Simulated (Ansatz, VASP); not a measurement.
**One calculation of NaI, two programs**

```
CELL_PARAMETERS angstrom
0.00000 3.33349 3.33349
3.33349 0.00000 3.33349
3.33349 3.33349 0.00000
ATOMIC_POSITIONS crystal
Na 0.00000 0.00000 0.00000
I 0.50000 0.50000 0.50000
```

Change from the starting cell: strain +0.030 along x and y, +0.030 along z, atoms carried along.

Alike in both runs: task single point; functional PBEsol; k mesh 6 × 6 × 6; occupations gaussian, width 0.05 eV; no spin polarisation.

```csv
,VASP,Ansatz
version,VASP 6.6.1,Ansatz 0.2.0
potentials or method,"VASP PAW PBE potentials, release 64 (Na_pv, I), cutoff 520 eV","scalar-relativistic, plane waves, PAW"
valence electrons in the cell,14,26
```

|  | VASP | Ansatz | Ansatz less VASP |
| --- | --- | --- | --- |
| gap on the k mesh at the Fermi level (eV) | 3.30 | 3.31 | +0.004 |
| least direct gap on the mesh (eV) | 3.30 | 3.31 | +0.004 |
| pressure (GPa) | -1.5 | -1.5 | -0.02 |

VASP's potentials were made for PBE, not for PBEsol. VASP's potentials hold 14 valence electrons a cell and Ansatz's 26, so a difference there can come from the potentials and not from the codes.

Spin-orbit coupling is off throughout.
